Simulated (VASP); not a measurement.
Wanted: the native input for a VASP 6.6.1 run.

| Quantity | Value |
| --- | --- |
| Task | single point |
| Functional | r2SCAN |
| Potentials or basis | VASP PAW PBE potentials, release 64 (Be, Te) |
| Cutoff | 660 eV |
| k mesh | 6 × 6 × 6 |
| Occupations | gaussian, width 0.01 eV |
| Spin | no spin polarisation |
| Dipole correction | no |
| Further INCAR settings | ALGO = Normal; EDIFF = 1e-06; NBANDS = 11 |

BeTe:

```
CELL_PARAMETERS angstrom
0.00000 2.85663 2.85663
2.85663 0.00000 2.85663
2.85663 2.85663 0.00000
ATOMIC_POSITIONS crystal
Be 0.00000 0.00000 0.00000
Te 0.25000 0.25000 0.25000
```

This cell differs from its parent crystal: volume changed by +3%.

These files were run (other wordings do the same):

POSCAR

```
BeTe
1.0
    0.0000000000      2.8566308686      2.8566308686
    2.8566308686      0.0000000000      2.8566308686
    2.8566308686      2.8566308686      0.0000000000
Be Te
1 1
Direct
    0.0000000000      0.0000000000      0.0000000000
    0.2500000000      0.2500000000      0.2500000000
```

INCAR.step1

```
SYSTEM = BeTe
PREC = Accurate
ENCUT = 660
ISMEAR = 0
SIGMA = 0.01
LREAL = .FALSE.
LASPH = .TRUE.
NELM = 120
NBANDS = 11
GGA = PE
ALGO = Normal
EDIFF = 1E-5
LWAVE = .TRUE.
LCHARG = .FALSE.
GGA_COMPAT = .FALSE.
```

INCAR.step2

```
SYSTEM = BeTe
PREC = Accurate
ENCUT = 660
EDIFF = 1E-6
ISMEAR = 0
SIGMA = 0.01
LREAL = .FALSE.
LASPH = .TRUE.
NELM = 120
ALGO = Normal
ISIF = 2
LWAVE = .FALSE.
LCHARG = .FALSE.
METAGGA = R2SCAN
LMIXTAU = .TRUE.
NBANDS = 11
ISTART = 1
GGA_COMPAT = .FALSE.
```

KPOINTS

```
Automatic mesh
0
G
  6 6 6
  0 0 0
```

Potentials or basis: VASP PAW PBE potentials, release 64 (Be, Te).

Run with:

```sh
$ cat potpaw_PBE.64/Be/POTCAR potpaw_PBE.64/Te/POTCAR > POTCAR
$ cp INCAR.step1 INCAR
$ mpirun -np 1 vasp_std > vasp.out
$ cp INCAR.step2 INCAR
$ mpirun -np 1 vasp_std > vasp.out
```

It gave:

| Item | Value |
| --- | --- |
| Pressure | -1.5 GPa |
| Band gap on the k mesh | 2.44 eV, indirect (least direct gap 4.06 eV) |

Caveat: the PAW data sets were made with another functional, which shifts forces and pressure a little; spin-orbit coupling is left out, which moves the levels of the heavy elements.

Run time: 46 s on 1 thread of Intel(R) Xeon(R) Platinum 8375C CPU @ 2.90GHz (Ice Lake) (shared host), peak memory 0.22 GiB.
